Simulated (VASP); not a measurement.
# Ta (Im-3m) in VASP: further runs, part 2 of 2

VASP 6.6.1. The steps go on from the part before.

**3. Relaxation of cell and atoms, LDA**

This run uses another cell than the first one, of 18.02 Å³/atom.

File INCAR:

```
PREC     = Accurate       # precision mode
ENCUT    = 600            # plane-wave cutoff, eV
EDIFF    = 1E-7           # SCF threshold, eV
ISMEAR   = -1             # smearing method
SIGMA    = 0.08           # smearing width, eV
LREAL    = False          # projectors in reciprocal space
LASPH    = True           # aspherical terms in the spheres
NELM     = 60             # most SCF steps
ALGO     = Normal         # electronic algorithm
ISIF     = 3              # what is computed and relaxed
LWAVE    = False          # write WAVECAR
LCHARG   = False          # write CHGCAR
GGA      = CA             # functional
IBRION   = 2              # ionic algorithm
NSW      = 60             # ionic steps
EDIFFG   = -0.005         # ionic threshold
```

File KPOINTS:

```
regular mesh
0
Gamma
  18 18 18
```

File POSCAR:

```
Ta
1.0
   -1.6515748661      1.6515748661      1.6515748661
    1.6515748661     -1.6515748661      1.6515748661
    1.6515748661      1.6515748661     -1.6515748661
Ta
1
Direct
    0.0000000000      0.0000000000      0.0000000000
```

Potentials or basis: VASP PAW LDA potentials, release 64 (Ta_pv).

Run with:

```console
$ cat potpaw_LDA.64/Ta_pv/POTCAR > POTCAR
$ mpirun -np 1 vasp_std > vasp.out
```

OUTCAR:

```text
PREC = Accurate
   ENCUT = 600
   EDIFF = 1E-7
   ISMEAR = -1
   LREAL = False
   LASPH = True
   NELM = 60
   ISIF = 3
   GGA = CA
   IBRION = 2
   NSW = 60
   EDIFFG = -0.005

 ion  position               nearest neighbor table
   1  0.000  0.000  0.000-

  LATTYP: Found a body centered cubic cell.
 ALAT       =     3.3031497322

  Lattice vectors:

 A1 = (  -1.6515748661,   1.6515748661,   1.6515748661)
 A2 = (   1.6515748661,  -1.6515748661,   1.6515748661)
 A3 = (   1.6515748661,   1.6515748661,  -1.6515748661)

Analysis of symmetry for initial positions (statically):
=====================================================================
 Subroutine PRICEL returns:
 Original cell was already a primitive cell.

 Routine SETGRP: Setting up the symmetry group for a
 body centered cubic supercell.

 Subroutine GETGRP returns: Found 48 space group operations
 (whereof 48 operations were pure point group operations)
 out of a pool of 48 trial point group operations.

The static configuration has the point symmetry O_h .

Analysis of symmetry for dynamics (positions and initial velocities):
=====================================================================
 Subroutine PRICEL returns:
 Original cell was already a primitive cell.

 Routine SETGRP: Setting up the symmetry group for a
 body centered cubic supercell.

 Subroutine GETGRP returns: Found 48 space group operations
 (whereof 48 operations were pure point group operations)
 out of a pool of 48 trial point group operations.

The dynamic configuration has the point symmetry O_h .

 Subroutine INISYM returns: Found 48 space group operations
 (whereof 48 operations are pure point group operations),
 and found     1 'primitive' translations

----------------------------------------------------------------------------------------

                                     Primitive cell

  volume of cell :      18.0200

  direct lattice vectors                    reciprocal lattice vectors
    -1.651574866  1.651574866  1.651574866     0.000000000  0.302741347  0.302741347
     1.651574866 -1.651574866  1.651574866     0.302741347  0.000000000  0.302741347
     1.651574866  1.651574866 -1.651574866     0.302741347  0.302741347  0.000000000

  length of vectors
     2.860611581  2.860611581  2.860611581     0.428140919  0.428140919  0.428140919

  position of ions in fractional coordinates (direct lattice)
     0.000000000  0.000000000  0.000000000

  ion indices of the primitive-cell ions
   primitive index   ion index
                 1           1

----------------------------------------------------------------------------------------

 KPOINTS: regular mesh

Automatic generation of k-mesh.
 Grid dimensions read from file:
 generate k-points for:   18   18   18

 Generating k-lattice:

  Cartesian coordinates                     Fractional coordinates (reciprocal lattice)
     0.000000000  0.016818964  0.016818964     0.055555556  0.000000000  0.000000000
     0.016818964  0.000000000  0.016818964     0.000000000  0.055555556  0.000000000
     0.016818964  0.016818964  0.000000000     0.000000000  0.000000000  0.055555556
[... 43 lines left out ...]
   dimension x,y,z NGXF=    48 NGYF=   48 NGZF=   48
   ions per type =               1
   NGX,Y,Z   is equivalent  to a cutoff of  13.95, 13.95, 13.95 a.u.
   NGXF,Y,Z  is equivalent  to a cutoff of  27.90, 27.90, 27.90 a.u.
 SYSTEM =  unknown system
   PREC   = accura    normal or accurate (medium, high low for compatibility)
   ISTART =      0    job   : 0-new  1-cont  2-samecut
   ICHARG =      2    charge: 1-file 2-atom 10-const
   ISPIN  =      1    spin polarized calculation?
   LNONCOLLINEAR =      F non collinear calculations
   LSORBIT =      F    spin-orbit coupling
   LASPH  =      T    aspherical Exc in radial PAW
   ENCUT  =  600.0 eV  44.10 Ry    6.64 a.u.   5.71  5.71  5.71*2*pi/ulx,y,z
   NELM   =     60;   NELMIN=  2; NELMDL= -5     # of ELM steps
   EDIFF  = 0.1E-06   stopping-criterion for ELM
   LREAL  =      F    real-space projection
   EDIFFG = -.5E-02   stopping-criterion for IOM
   NSW    =     60    number of steps for IOM
   IBRION =      2    ionic relax: 0-MD 1-quasi-New 2-CG
   NFREE  =      1    steps in history (QN), initial steepest desc. (CG)
   ISIF   =      3    stress and relaxation
   ISYM   =      2    0-nonsym 1-usesym 2-fastsym
   POTIM  = 0.5000    time-step for ionic-motion
   TEBEG  =    0.0;   TEEND  =   0.0 temperature during run
   PSTRESS=    0.0 pullay stress
   NELECT =      11.0000    total number of electrons
   NUPDOWN=      -1.0000    fix difference up-down
   EMIN   =  10.00;   EMAX   =-10.00  energy-range for DOS
   EFERMI =   0.00;   METHOD = LEGACY
   ISMEAR =    -1;   SIGMA  =   0.08  broadening in eV -4-tet -1-fermi 0-gaus
   EFERMI_NEDOS =   21; number of points for ismear=-14 and -15
   IALGO  =     38    algorithm
   IMIX   =      4    mixing-type and parameters
     AMIX     =   0.40;   BMIX     =  1.00
     AMIX_MAG =   1.60;   BMIX_MAG =  1.00
  volume/ion in A,a.u.               =      18.02       121.60
  Fermi-wavevector in a.u.,A,eV,Ry     =   1.388740  2.624337 26.240162  1.928597
  Thomas-Fermi vector in A             =   2.512837
   LORBIT       =      0    0 simple, 1 ext, 2 COOP (PROOUT), +10 PAW based schemes
   GGA     = CA    functional components
   LHFCALC =     F    Hartree Fock is set to
   AEXX    =    0.0000 exact exchange contribution
   IVDW    =     0    specifies the selected vdW correction
   LEPSILON=     F    determine dielectric tensor
   LRPA    =     F    only Hartree local field effects (RPA)
 conjugate gradient relaxation of ions
 non-spin polarized calculation
  energy-cutoff  :      600.00
  volume of cell :       18.02
 maximum number of plane-waves:       619
   NGX = 11   NGY = 11   NGZ = 11

--------------------------------------- Ionic step        1  -------------------------------------------

 number of electron      11.0000002 magnetization

 Free energy of the ion-electron system (eV)
  ---------------------------------------------------
  ext. energy  EPLUGINS =         0.00000000
  ---------------------------------------------------
  free energy    TOTEN  =       -12.82277303 eV

  energy without entropy =      -12.79552749  energy(sigma->0) =      -12.80915026

------------------------ aborting loop because EDIFF is reached ----------------------------------------

  FORCE on cell =-STRESS in cart. coord.  units (eV):
  Direction    XX          YY          ZZ          XY          YZ          ZX
  --------------------------------------------------------------------------------------
  -------------------------------------------------------------------------------------
  Total       -0.9472444     -0.9472444     -0.9472444      0.0000000     -0.0000000      0.0000000
  in kB      -84.2205054    -84.2205054    -84.2205054      0.0000000     -0.0000000      0.0000000
  external PRESSURE =     -84.2205054 kB  Pullay stress =       0.0000000 kB
[... 92 lines left out ...]
--------------------------------------- Ionic step        4  -------------------------------------------

 number of electron      11.0000000 magnetization

 Free energy of the ion-electron system (eV)
  ---------------------------------------------------
  ext. energy  EPLUGINS =         0.00000000
  ---------------------------------------------------
  free energy    TOTEN  =       -12.84279705 eV

  energy without entropy =      -12.81710999  energy(sigma->0) =      -12.82995352

 E-fermi :   5.7516     XC(G=0): -13.0055

 val. band max:        5.7445256175   @ k =  -0.3333   0.3333   0.1667
 cond. band min:       5.7554721903   @ k =  -0.2222   0.2222   0.1667
 fundamental gap:      0.0109465729
 Fermi energy:         5.7516173464

 k-point     1 :       0.0000    0.0000    0.0000
  band No.  band energies     occupation
      1     -26.9895      2.00000
      2     -26.9895      2.00000
      3     -26.9895      2.00000
      4      -2.2503      2.00000
      5       6.4142      0.00051
      6       6.4142      0.00051
      7       6.4142      0.00051
      8       9.8208      0.00000
      9       9.8208      0.00000
[... 265 lines left out ...]
 k-point    24 :       0.3889    0.1111    0.0000
  band No.  band energies     occupation
      1     -28.2726      2.00000
      2     -27.4667      2.00000
      3     -27.0599      2.00000
      4       1.6154      2.00000
      5       4.1754      2.00000
      6       6.6215      0.00004
      7       9.5929      0.00000
      8      10.9604      0.00000
      9      14.0215      0.00000

 [... further k-points ...]

------------------------ aborting loop because EDIFF is reached ----------------------------------------

  FORCE on cell =-STRESS in cart. coord.  units (eV):
  Direction    XX          YY          ZZ          XY          YZ          ZX
  --------------------------------------------------------------------------------------
  -------------------------------------------------------------------------------------
  Total       -0.0036732     -0.0036732     -0.0036732     -0.0000000     -0.0000000     -0.0000000
  in kB       -0.3404459     -0.3404459     -0.3404459     -0.0000000     -0.0000000     -0.0000000
  external PRESSURE =      -0.3404459 kB  Pullay stress =       0.0000000 kB
[... 16 lines left out ...]
  FREE ENERGIE OF THE ION-ELECTRON SYSTEM (eV)
  ---------------------------------------------------
  free  energy   TOTEN  =       -12.8427970503 eV

  energy  without entropy=      -12.8171099914  energy(sigma->0) =      -12.82995352

 reached required accuracy - stopping structural energy minimisation
```

It took 46 s on 1 thread of Intel Xeon Platinum 8259CL at 2.50GHz (Skylake/Cascade Lake), shared host; peak memory 0.17 GiB.

What came out:

- Free energy: -12.8428 eV
- Relaxed volume: 17.29 Å³/atom
- Relaxed cell: a = 2.821 Å, b = 2.821 Å, c = 2.821 Å, α = 109.47°, β = 109.47°, γ = 109.47°
- Space group after relaxing (to 0.1 Å): Im-3m (No. 229)
- Energy gained by relaxing: 20.0 meV/atom
- Ionic steps: 4
- Pressure after relaxing: 0.0 GPa
- Band gap on the k mesh: zero (an odd number of electrons rules out a gap without spin polarisation)

Step by step:
```csv
step,energy change (eV),largest force (eV/Å),pressure (GPa),volume (Å³)
1,0.0000,0.0000,-8.42,18.02
2,0.1025,0.0000,26.18,15.66
3,-0.0200,0.0000,-0.35,17.31
4,-0.0200,0.0000,-0.03,17.29
```

Final structure:
```xyz
1
Lattice="-1.6289 1.6289 1.6289 1.6289 -1.6289 1.6289 1.6289 1.6289 -1.6289" Properties=species:S:1:pos:R:3 pbc="T T T"
Ta    0.0000    0.0000    3.2577
```

Levels at points of the mesh, in eV from the Fermi level:
```
           k point  band 3  band 4  band 5  band 6  band 7  band 8  band 9
(0.00, 0.00, 0.00)  -32.74   -8.00    0.66    0.66    0.66    4.07    4.07
(0.50, 0.00, 0.00)  -32.75   -4.56   -1.72    1.93    3.98    5.04    8.15
(0.50, 0.50, 0.50)  -33.69   -4.08   -4.08    7.12    7.12    7.12    9.13
```

Caveat: spin-orbit coupling is left out, which moves the levels of the heavy elements.

**4. Single point, LDA**

This run uses another cell than the first one: it holds 2 atoms, not 1.

File INCAR:

```
PREC = Accurate
ENCUT = 520
EDIFF = 1E-6
ISMEAR = -1
SIGMA = 0.08
LREAL = False
LASPH = True
NELM = 100
ALGO = Normal
ISIF = 2
LWAVE = False
LCHARG = False
NBANDS = 18
```

File KPOINTS:

```
regular mesh
0
Gamma
  15 15 9
```

File POSCAR:

```
Ta
1.0
   -1.6266100770      1.6266100770      1.6266100770
    1.6266100770     -1.6266100770      1.6266100770
    3.2532201540      3.2532201540      0.0000000000
Ta
2
Direct
    0.0000000000      0.0000000000      0.0000000000
    0.5000000000      0.5000000000      0.5000000000
```

Run with:

```console
$ cat potpaw_LDA.64/Ta_pv/POTCAR > POTCAR
$ mpirun -np 1 vasp_std > vasp.out
```

Wall time 91 s (1 thread of Intel Xeon Platinum 8259CL at 2.50GHz (Skylake/Cascade Lake), shared host); peak memory 0.26 GiB.

It converged, with:

- Free energy: -25.6822 eV
- Pressure: 0.9 GPa
- Band gap on the k mesh: zero (bands 11 and 12 overlap by 3.07 eV)

Levels at points of the mesh, in eV from the Fermi level:
| k point | band 8 | band 9 | band 10 | band 11 | band 12 | band 13 | band 14 | band 15 |
| --- | --- | --- | --- | --- | --- | --- | --- | --- |
| (0.00, 0.00, 0.00) | -4.59 | -1.74 | 0.66 | 0.66 | 0.66 | 1.95 | 3.99 | 4.08 |

Caveat: spin-orbit coupling is left out, which moves the levels of the heavy elements.

**5. Single point, LDA**

This run uses another cell than the first one: it holds 2 atoms, not 1.

File INCAR:

```
SYSTEM = Ta
PREC = Accurate ; ENCUT = 520
EDIFF = 1E-6 ; ISMEAR = -1
SIGMA = 0.08 ; LREAL = .FALSE.
LASPH = .TRUE. ; NELM = 60
ALGO = Normal ; ISIF = 2
LWAVE = .FALSE. ; LCHARG = .FALSE.
NBANDS = 18
```

File KPOINTS:

```
Automatic mesh
0
G
  15 15 9
  0 0 0
```

POSCAR is that of step 4.

Potentials or basis: VASP PAW LDA potentials, release 64 (Ta_pv).

Run with:

```console
$ cat potpaw_LDA.64/Ta_pv/POTCAR > POTCAR
$ mpirun -np 1 vasp_std > vasp.out
```

OUTCAR:

```text
SYSTEM = Ta
   PREC = Accurate
   ENCUT = 520
   EDIFF = 1E-6
   ISMEAR = -1
   LREAL = .FALSE.
   LASPH = .TRUE.
   NELM = 60
   ISIF = 2

 ion  position               nearest neighbor table
   1  0.000  0.000  0.000-   2 2.82   2 2.82   2 2.82   2 2.82   2 3.25   2 3.25   2 3.25   2 3.25

   2  0.500  0.500  0.500-   1 2.82   1 2.82   1 2.82   1 2.82   1 3.25   1 3.25   1 3.25   1 3.25

  LATTYP: Found a base centered orthorhombic cell.
 ALAT       =     3.2532201540
 B/A-ratio  =     1.4142135624
 C/A-ratio  =     1.4142135624

  Lattice vectors:

 A1 = (  -1.6266100770,   1.6266100770,   1.6266100770)
 A2 = (   1.6266100770,  -1.6266100770,   1.6266100770)
 A3 = (   3.2532201540,   3.2532201540,   0.0000000000)

Analysis of symmetry for initial positions (statically):
=====================================================================
 Subroutine PRICEL returns following result:

  LATTYP: Found a body centered cubic cell.
 ALAT       =     3.2532201540

  Lattice vectors:

 A1 = (  -1.6266100770,   1.6266100770,  -1.6266100770)
 A2 = (  -1.6266100770,  -1.6266100770,   1.6266100770)
[... 177 lines left out ...]
  free energy    TOTEN  =       -25.68216101 eV

  energy without entropy =      -25.62961434  energy(sigma->0) =      -25.65588768

 E-fermi :   5.7918     XC(G=0): -13.0267

 val. band max:        5.7911833160   @ k =  -0.2000   0.0667   0.3333
 cond. band min:       5.7922691759   @ k =   0.4667   0.1333   0.3333
 fundamental gap:      0.0010858599
 Fermi energy:         5.7917790873

 k-point     1 :       0.0000    0.0000    0.0000
  band No.  band energies     occupation
      1     -28.3214      2.00000
      2     -27.3821      2.00000
      3     -26.9500      2.00000
      4     -26.9393      2.00000
      5     -26.9375      2.00000
      6     -26.9362      2.00000
[... 481 lines left out ...]
      5     -27.1717      2.00000
      6     -27.1477      2.00000
[... 10 lines left out ...]
     17      10.9768      0.00000
     18      14.6071      0.00000

 [... further k-points ...]

------------------------ aborting loop because EDIFF is reached ----------------------------------------

  FORCE on cell =-STRESS in cart. coord.  units (eV):
  Direction    XX          YY          ZZ          XY          YZ          ZX
  --------------------------------------------------------------------------------------
  -------------------------------------------------------------------------------------
  Total        0.1804407      0.1804407      0.1916229      0.0577804      0.0000000      0.0000000
  in kB        8.3966250      8.3966250      8.9169786      2.6887535      0.0000000      0.0000000
  external PRESSURE =       8.5700762 kB  Pullay stress =       0.0000000 kB

 VOLUME and BASIS-vectors are now :
 -----------------------------------------------------------------------------
  energy-cutoff  :      520.00
  volume of cell :       34.43
      direct lattice vectors                 reciprocal lattice vectors
    -1.626610077  1.626610077  1.626610077    -0.153693871  0.153693871  0.307387743
     1.626610077 -1.626610077  1.626610077     0.153693871 -0.153693871  0.307387743
     3.253220154  3.253220154  0.000000000     0.153693871  0.153693871  0.000000000

 POSITION                                       TOTAL-FORCE (eV/Angst)
 -----------------------------------------------------------------------------------
      0.00000      0.00000      0.00000         0.000000     -0.000000      0.000000
      1.62661      1.62661      1.62661        -0.000000      0.000000     -0.000000
 -----------------------------------------------------------------------------------
    total drift:                               -0.000000     -0.000000      0.000000

  FREE ENERGIE OF THE ION-ELECTRON SYSTEM (eV)
  ---------------------------------------------------
  free  energy   TOTEN  =       -25.6821610121 eV

  energy  without entropy=      -25.6296143407  energy(sigma->0) =      -25.65588768
```

It took 88 s on 1 thread of Intel Xeon Platinum 8259CL at 2.50GHz (Skylake/Cascade Lake), shared host; peak memory 0.27 GiB.

What came out:

| Property | Result |
| --- | --- |
| Free energy | -25.6822 eV |
| Pressure | 0.9 GPa |
| Band gap on the k mesh | zero (bands 11 and 12 overlap by 3.07 eV) |

Caveat: spin-orbit coupling is left out, which moves the levels of the heavy elements.

**6. Summary**

| task | cell | k mesh | cutoff (eV) | gap on the mesh (eV) | pressure (GPa) |
| --- | --- | --- | --- | --- | --- |
| single point | a = 2.817 Å, angles 109.5°, 1 atom, atomic positions A | 18 × 18 × 18 | 520 | none | 0.9 |
| relaxation of cell and atoms | relaxed from a = 2.861 Å, angles 109.5°, 1 atom, atomic positions A | 18 × 18 × 18 | 600 | none | 0.0 |
| single point | a = 2.817, b = 2.817, c = 4.601 Å, angles 90.0, 90.0, 109.5°, 2 atoms, atomic positions B | 15 × 15 × 9 | 520 | none | 0.9 |

Alike in all rows: level LDA; potentials or basis VASP PAW LDA potentials, release 64 (Ta_pv); no spin polarisation; smearing fermi-dirac 0.08 eV.

Caveats: spin-orbit coupling is left out, which moves the levels of the heavy elements.

Absolute energies hang on the potentials; compare differences alone.
